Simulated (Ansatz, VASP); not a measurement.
## One calculation of Zr, two programs

```
Zr
1.0
     3.23200    0.00000    0.00000
    -1.61600    2.79899    0.00000
     0.00000    0.00000    5.14700
Zr
2
Direct
  0.66667 0.33333 0.75000
  0.33333 0.66667 0.25000
```

Alike in both runs: task single point; functional PBEsol; k mesh 9 × 9 × 5; occupations fermi-dirac, width 0.05 eV; no spin polarisation; Hubbard terms Zr d U = 2.0 eV.

|  | VASP | Ansatz |
| --- | --- | --- |
| version | VASP 6.6.1 | Ansatz 0.2.0 |
| potentials or method | VASP PAW PBE potentials, release 64 (Zr_sv), cutoff 520 eV | all-electron LAPW, scalar-relativistic |

Ansatz gave:

```
gap on the k mesh at the Fermi level (eV)                     : none
pressure (GPa)                                                : -1.0
traceless stress, the component that is largest in VASP (GPa) : 0.55
```

**Question.** Estimate VASP's values.

**Answer.** gap on the k mesh at the Fermi level (eV): none; pressure (GPa): 1.8; traceless stress, the component that is largest in VASP (GPa): 0.28.

VASP's potentials were made for PBE, not for PBEsol. The programs project onto different local orbitals, so the same U acts differently, and such runs can settle in different states. A gap of «none» marks a metal or a gap that the smearing closes. Ansatz ran all-electron here, and VASP with PAW potentials.

Noted on Ansatz's run: U is the effective U less J, on atomic orbitals that reach past the spheres.
